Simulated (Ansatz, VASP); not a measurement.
**Two plane-wave programs on TiC**

File POSCAR:

```
TiC
1.0
    0.0000000000      2.1315400000      2.2289200000
    2.1315400000      0.0000000000      2.2289200000
    2.1315400000      2.1315400000      0.0000000000
Ti C
1 1
Direct
    0.0000000000      0.0000000000      0.0000000000
    0.5000000000      0.5000000000      0.5000000000
```

The input INCAR.step1:

```
ALGO = Normal
EDIFF = 1E-4
ENCUT = 520
GGA = PE
ISMEAR = 0
LASPH = T
LCHARG = F
LREAL = F
LWAVE = T
NBANDS = 15
NELM = 60
PREC = Accurate
SIGMA = 0.15
```

The input INCAR.step2:

```
ALGO = Normal
EDIFF = 1E-7
ENCUT = 520
ISIF = 2
ISMEAR = 0
ISTART = 1
LASPH = T
LCHARG = F
LMIXTAU = T
LREAL = F
LWAVE = F
METAGGA = R2SCAN
NBANDS = 15
NELM = 60
PREC = Accurate
SIGMA = 0.15
```

KPOINTS

```
k-points
0
Gamma
  18 18 18
```

Input for Ansatz:

```yaml
crystal:
  lattice:
    - [0.0, 2.13154, 2.22892]
    - [2.13154, 0.0, 2.22892]
    - [2.13154, 2.13154, 0.0]
  atoms:
    - { symbol: Ti, position: [0.0, 0.0, 0.0] }
    - { symbol: C, position: [0.5, 0.5, 0.5] }
basis:
  ecutwfc: 500
kpoints:
  mp_grid: { grid: [18, 18, 18] }
hamiltonian:
  xc: r2scan
scf:
  occupations: { method: gaussian, width: 0.15 }
output:
  forces: true
  stress: true
  eigenvalues: true
```

Change from the starting cell: strain -0.015 along x and y, +0.030 along z, atoms carried along.

Alike in both runs: task single point; functional r2SCAN; k mesh 18 × 18 × 18; occupations gaussian, width 0.15 eV; no spin polarisation.

```csv
,VASP,Ansatz
version,VASP 6.6.1,Ansatz 0.2.0
potentials or method,"VASP PAW PBE potentials, release 64 (Ti_sv, C), cutoff 520 eV","scalar-relativistic, plane waves, PAW"
valence electrons in the cell,16,16
```

```csv
,VASP,Ansatz,Ansatz less VASP
gap on the k mesh at the Fermi level (eV),none,none,-
pressure (GPa),2.1,1.1,-0.95
"traceless stress, the component that is largest in VASP (GPa)",-11.32,-11.15,+0.168
```

VASP's potentials were made for PBE, not for r2SCAN. A gap of «none» marks a metal or a gap that the smearing closes. The functional is the same, so the differences come from potentials, cutoffs and numerics.
